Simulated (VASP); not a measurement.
# B (P-3m1) in VASP: notebook, part 2 of 2

VASP 6.6.1.

## 3. Relaxation of cell and atoms, PBE

This run uses another cell than the first one, of 7.32 Å³/atom, 1.130 times its volume.

Input file INCAR:

```
SYSTEM = B
PREC = Accurate
ENCUT = 600
EDIFF = 1E-6
ISMEAR = 0
SIGMA = 0.1
LREAL = .FALSE.
LASPH = .TRUE.
NELM = 80
ALGO = Normal
ISIF = 3
LWAVE = .FALSE.
LCHARG = .FALSE.
GGA = PE
IBRION = 2
NSW = 90
EDIFFG = -0.04
```

Input file KPOINTS:

```
regular mesh
0
G
  6 6 2
  0 0 0
```

Input file POSCAR:

```
B
1.0
    2.4741264900      0.0000000000      0.0000000000
   -1.2370632500      2.1426563900      0.0000000000
    0.0000000000      0.0000000000      9.6651630600
B
7
Direct
    0.3333333300      0.6666666700      0.7857142900
    0.6666666700      0.3333333300      0.9285714300
    0.3333333300      0.6666666700      0.0714285700
    0.6666666700      0.3333333300      0.2142857100
    0.3333333300      0.6666666700      0.3571428600
    0.0000000000      0.0000000000      0.5000000000
    0.6666666700      0.3333333300      0.6428571400
```

Potentials or basis: VASP PAW PBE potentials, release 64 (B).

On the command line:

```bash
> cat potpaw_PBE.64/B/POTCAR > POTCAR
> mpirun -np 1 vasp_std > vasp.out
```

OUTCAR:

```text
SYSTEM = B
   PREC = Accurate
   ENCUT = 600
   EDIFF = 1E-6
   ISMEAR = 0
   LREAL = .FALSE.
   LASPH = .TRUE.
   NELM = 80
   ISIF = 3
   GGA = PE
   IBRION = 2
   NSW = 90
   EDIFFG = -0.04

 ion  position               nearest neighbor table
   1  0.333  0.667  0.786-   2 1.99   2 1.99   2 1.99   7 1.99   7 1.99   7 1.99
   2  0.667  0.333  0.929-   1 1.99   3 1.99   1 1.99   3 1.99   1 1.99   3 1.99
   3  0.333  0.667  0.071-   4 1.99   2 1.99   4 1.99   2 1.99   4 1.99   2 1.99
   4  0.667  0.333  0.214-   3 1.99   3 1.99   3 1.99   5 1.99   5 1.99   5 1.99
   5  0.333  0.667  0.357-   6 1.99   6 1.99   6 1.99   4 1.99   4 1.99   4 1.99
   6  0.000  0.000  0.500-   5 1.99   7 1.99   7 1.99   5 1.99   7 1.99   5 1.99
   7  0.667  0.333  0.643-   6 1.99   6 1.99   6 1.99   1 1.99   1 1.99   1 1.99

  LATTYP: Found a hexagonal cell.
 ALAT       =     2.4741264900
 C/A-ratio  =     3.9064951202

  Lattice vectors:

 A1 = (   2.4741264900,   0.0000000000,   0.0000000000)
 A2 = (  -1.2370632500,   2.1426563900,   0.0000000000)
 A3 = (   0.0000000000,   0.0000000000,   9.6651630600)

Analysis of symmetry for initial positions (statically):
=====================================================================
 Subroutine PRICEL returns:
 Original cell was already a primitive cell.

 Routine SETGRP: Setting up the symmetry group for a
 hexagonal supercell.

 Subroutine GETGRP returns: Found 12 space group operations
 (whereof 12 operations were pure point group operations)
 out of a pool of 24 trial point group operations.

The static configuration has the point symmetry D_3d.

Analysis of symmetry for dynamics (positions and initial velocities):
=====================================================================
 Subroutine PRICEL returns:
 Original cell was already a primitive cell.

 Routine SETGRP: Setting up the symmetry group for a
 hexagonal supercell.

 Subroutine GETGRP returns: Found 12 space group operations
 (whereof 12 operations were pure point group operations)
 out of a pool of 24 trial point group operations.

The dynamic configuration has the point symmetry D_3d.

 Subroutine INISYM returns: Found 12 space group operations
 (whereof 12 operations are pure point group operations),
 and found     1 'primitive' translations

----------------------------------------------------------------------------------------

                                     Primitive cell

  volume of cell :      51.2370

  direct lattice vectors                    reciprocal lattice vectors
     2.474126490  0.000000000  0.000000000     0.404183054  0.233355196  0.000000000
    -1.237063250  2.142656390  0.000000000     0.000000000  0.466710390  0.000000000
     0.000000000  0.000000000  9.665163060     0.000000000  0.000000000  0.103464369

  length of vectors
     2.474126490  2.474126490  9.665163060     0.466710390  0.466710390  0.103464369

  position of ions in fractional coordinates (direct lattice)
     0.333333330  0.666666670  0.785714290
     0.666666670  0.333333330  0.928571430
     0.333333330  0.666666670  0.071428570
     0.666666670  0.333333330  0.214285710
     0.333333330  0.666666670  0.357142860
     0.000000000  0.000000000  0.500000000
     0.666666670  0.333333330  0.642857140

  ion indices of the primitive-cell ions
[... 50 lines left out ...]
  0.333333  0.333333  0.500000      2.000000
   k-points           NKPTS =     14   k-points in BZ     NKDIM =     14   number of bands    NBANDS=     14
   number of dos      NEDOS =    301   number of ions     NIONS =      7
   total plane-waves  NPLWV =  32000
   dimension x,y,z NGX =    20 NGY =   20 NGZ =   80
   dimension x,y,z NGXF=    40 NGYF=   40 NGZF=  160
   ions per type =               7
   NGX,Y,Z   is equivalent  to a cutoff of  13.44, 13.44, 13.76 a.u.
   NGXF,Y,Z  is equivalent  to a cutoff of  26.88, 26.88, 27.52 a.u.
 SYSTEM =  B
   PREC   = accura    normal or accurate (medium, high low for compatibility)
   ISTART =      0    job   : 0-new  1-cont  2-samecut
   ICHARG =      2    charge: 1-file 2-atom 10-const
   ISPIN  =      1    spin polarized calculation?
   LNONCOLLINEAR =      F non collinear calculations
   LSORBIT =      F    spin-orbit coupling
   LASPH  =      T    aspherical Exc in radial PAW
   ENCUT  =  600.0 eV  44.10 Ry    6.64 a.u.   4.94  4.94 19.30*2*pi/ulx,y,z
   NELM   =     80;   NELMIN=  2; NELMDL= -5     # of ELM steps
   EDIFF  = 0.1E-05   stopping-criterion for ELM
   LREAL  =      F    real-space projection
   EDIFFG = -.4E-01   stopping-criterion for IOM
   NSW    =     90    number of steps for IOM
   IBRION =      2    ionic relax: 0-MD 1-quasi-New 2-CG
   NFREE  =      1    steps in history (QN), initial steepest desc. (CG)
   ISIF   =      3    stress and relaxation
   ISYM   =      2    0-nonsym 1-usesym 2-fastsym
   POTIM  = 0.5000    time-step for ionic-motion
   TEBEG  =    0.0;   TEEND  =   0.0 temperature during run
   PSTRESS=    0.0 pullay stress
   NELECT =      21.0000    total number of electrons
   NUPDOWN=      -1.0000    fix difference up-down
   EMIN   =  10.00;   EMAX   =-10.00  energy-range for DOS
   EFERMI =   0.00;   METHOD = LEGACY
   ISMEAR =     0;   SIGMA  =   0.10  broadening in eV -4-tet -1-fermi 0-gaus
   EFERMI_NEDOS =   21; number of points for ismear=-14 and -15
   IALGO  =     38    algorithm
   IMIX   =      4    mixing-type and parameters
     AMIX     =   0.40;   BMIX     =  1.00
     AMIX_MAG =   1.60;   BMIX_MAG =  1.00
  volume/ion in A,a.u.               =       7.32        49.39
  Fermi-wavevector in a.u.,A,eV,Ry     =   1.216055  2.298012 20.120172  1.478791
  Thomas-Fermi vector in A             =   2.351422
   LORBIT       =      0    0 simple, 1 ext, 2 COOP (PROOUT), +10 PAW based schemes
   GGA     = PE    functional components
   LHFCALC =     F    Hartree Fock is set to
   AEXX    =    0.0000 exact exchange contribution
   IVDW    =     0    specifies the selected vdW correction
   LEPSILON=     F    determine dielectric tensor
   LRPA    =     F    only Hartree local field effects (RPA)
 conjugate gradient relaxation of ions
 non-spin polarized calculation
 Gauss-broadening in eV      SIGMA  =   0.10
  energy-cutoff  :      600.00
  volume of cell :       51.24
 maximum number of plane-waves:      1743
 NGX is ok and might be reduce to    20
   NGX =  9   NGY =  9   NGZ = 39

--------------------------------------- Ionic step        1  -------------------------------------------

 number of electron      21.0000000 magnetization

 Free energy of the ion-electron system (eV)
  ---------------------------------------------------
  ext. energy  EPLUGINS =         0.00000000
  ---------------------------------------------------
  free energy    TOTEN  =       -37.24248644 eV

  energy without entropy =      -37.23300681  energy(sigma->0) =      -37.23774662

------------------------ aborting loop because EDIFF is reached ----------------------------------------

  FORCE on cell =-STRESS in cart. coord.  units (eV):
  Direction    XX          YY          ZZ          XY          YZ          ZX
  --------------------------------------------------------------------------------------
  -------------------------------------------------------------------------------------
  Total       -4.7299211     -4.7299211     -9.9957509      0.0000000      0.0000000     -0.0000000
  in kB     -147.9043211   -147.9043207   -312.5664739      0.0000003      0.0000000     -0.0000000
  external PRESSURE =    -202.7917052 kB  Pullay stress =       0.0000000 kB
[... 104 lines left out ...]
  FREE ENERGIE OF THE ION-ELECTRON SYSTEM (eV)
  ---------------------------------------------------
  free  energy   TOTEN  =       -37.6331766461 eV

  energy  without entropy=      -37.6248780687  energy(sigma->0) =      -37.62902736

[... ionic steps 4 to 7 ...]

--------------------------------------- Ionic step        8  -------------------------------------------

 number of electron      21.0000000 magnetization

------------------------ aborting loop because EDIFF is reached ----------------------------------------
[... 77 lines left out ...]
--------------------------------------- Ionic step       10  -------------------------------------------

 number of electron      21.0000000 magnetization

 Free energy of the ion-electron system (eV)
  ---------------------------------------------------
  ext. energy  EPLUGINS =         0.00000000
  ---------------------------------------------------
  free energy    TOTEN  =       -37.66135230 eV

  energy without entropy =      -37.65562186  energy(sigma->0) =      -37.65848708

 E-fermi :   8.5441     XC(G=0): -12.4957

 val. band max:        8.2393138483   @ k =   0.1667   0.1667   0.5000
 cond. band min:       8.5504513915   @ k =   0.1667   0.1667   0.0000
 fundamental gap:      0.3111375432
 Fermi energy:         8.5440546809

 k-point     1 :       0.0000    0.0000    0.0000
  band No.  band energies     occupation
      1      -8.7358      2.00000
      2      -7.4368      2.00000
      3      -7.2280      2.00000
      4      -3.1961      2.00000
      5      -3.1482      2.00000
      6       3.0010      2.00000
      7       3.2764      2.00000
      8      13.9441      0.00000
      9      13.9441      0.00000
     10      14.3136      0.00000
     11      14.3136      0.00000
     12      15.7807      0.00000
     13      15.7807      0.00000
     14      16.1003      0.00000
[... 253 lines left out ...]
  FREE ENERGIE OF THE ION-ELECTRON SYSTEM (eV)
  ---------------------------------------------------
  free  energy   TOTEN  =       -37.6613523040 eV

  energy  without entropy=      -37.6556218645  energy(sigma->0) =      -37.65848708

 reached required accuracy - stopping structural energy minimisation
```

Run time: 1.9 min. Hardware: 1 thread of Intel Xeon 6975P-C, shared host; peak memory 0.17 GiB.

What came out:

* Free energy: -37.6614 eV
* Relaxed volume: 6.57 Å³/atom
* Relaxed cell: a = 2.398 Å, b = 2.398 Å, c = 9.231 Å, α = 90.00°, β = 90.00°, γ = 120.00°
* Space group after relaxing (to 0.05 Å): P-3m1 (No. 164)
* Energy gained by relaxing: 59.8 meV/atom
* Ionic steps: 10
* Pressure after relaxing: 0.1 GPa
* Largest force after relaxing: 0.016 eV/Å

Forces on the atoms (eV/Å):
```
B    0.000  0.000  0.016
B    0.000  0.000 -0.015
B    0.000  0.000  0.015
B    0.000  0.000 -0.016
B    0.000  0.000 -0.005
B    0.000  0.000  0.000
B    0.000  0.000  0.005
```

Step by step:
```
step  energy change (eV)  largest force (eV/Å)  pressure (GPa)  volume (Å³)
   1              0.0000                0.3294          -20.28        51.24
   2             -0.3337                0.2495            8.30        44.65
   3             -0.3907                0.2585           -1.00        46.33
   4             -0.4099                0.1585            0.13        45.91
   5             -0.4122                0.1081            0.65        45.72
   6             -0.4158                0.0793            0.15        45.86
   7             -0.4177                0.0608           -0.53        46.04
   8             -0.4185                0.0480            0.42        45.90
   9             -0.4185                0.0513            0.25        45.93
  10             -0.4189                0.0162            0.08        45.96
```

Final structure:
```yaml
crystal:
  lattice:
    - [2.39784, 0.00000, 0.00000]
    - [-1.19892, 2.07659, 0.00000]
    - [0.00000, 0.00000, 9.23072]
  atoms:
    - { symbol: B, position: [0.33333, 0.66667, 0.78065] }
    - { symbol: B, position: [0.66667, 0.33333, 0.92364] }
    - { symbol: B, position: [0.33333, 0.66667, 0.07636] }
    - { symbol: B, position: [0.66667, 0.33333, 0.21935] }
    - { symbol: B, position: [0.33333, 0.66667, 0.35980] }
    - { symbol: B, position: [0.00000, 0.00000, 0.50000] }
    - { symbol: B, position: [0.66667, 0.33333, 0.64020] }
```

Caveat: the k points lie up to 0.50 Å⁻¹ apart in the final cell; the bands computed are all filled at some k points, so no gap is given.
